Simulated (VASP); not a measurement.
Crystal: VO2.

```
V O
1.0
     4.53000    0.00000    0.00000
     0.00000    4.53000    0.00000
     0.00000    0.00000    2.86900
V O
2 4
Direct
  0.00000 0.00000 0.00000
  0.50000 0.50000 0.50000
  0.30500 0.30500 0.00000
  0.19500 0.80500 0.50000
  0.69500 0.69500 0.00000
  0.80500 0.19500 0.50000
```

Base run:

- Program: VASP 6.6.1
- Functional: revPBE
- Potentials or basis: VASP PAW PBE potentials, release 64 (V_sv, O)
- Cutoff: 600 eV
- k mesh: 5 × 5 × 7
- Occupations: fermi-dirac, width 0.1 eV
- Spin: collinear spin, ferromagnetic start
- Starting moments: [1.0, 1.0, 0.0, 0.0, 0.0, 0.0] μB

Its results: band gap on the k mesh zero (filled and empty bands overlap); pressure 9.4 GPa; net moment 1.99 μB per cell; site moments V +1.05; O -0.06 μB; largest force 0.591 eV/Å.

Q: After a change of settings the same cell gave: band gap on the k mesh zero (filled and empty bands overlap); pressure 10.9 GPa; net moment 1.99 μB per cell; site moments V +1.06; O -0.06 μB; largest force 0.601 eV/Å. Which change was it?
A. functional from revPBE to BLYP
B. functional from revPBE to RPBE
C. functional from revPBE to PBE

A: B.

Caveats: the cell stands under pressure; the PAW data sets were made with another functional, which shifts forces and pressure a little; semilocal functionals often make such compounds metallic where correlation or magnetic order opens a gap, which also shifts bond lengths.
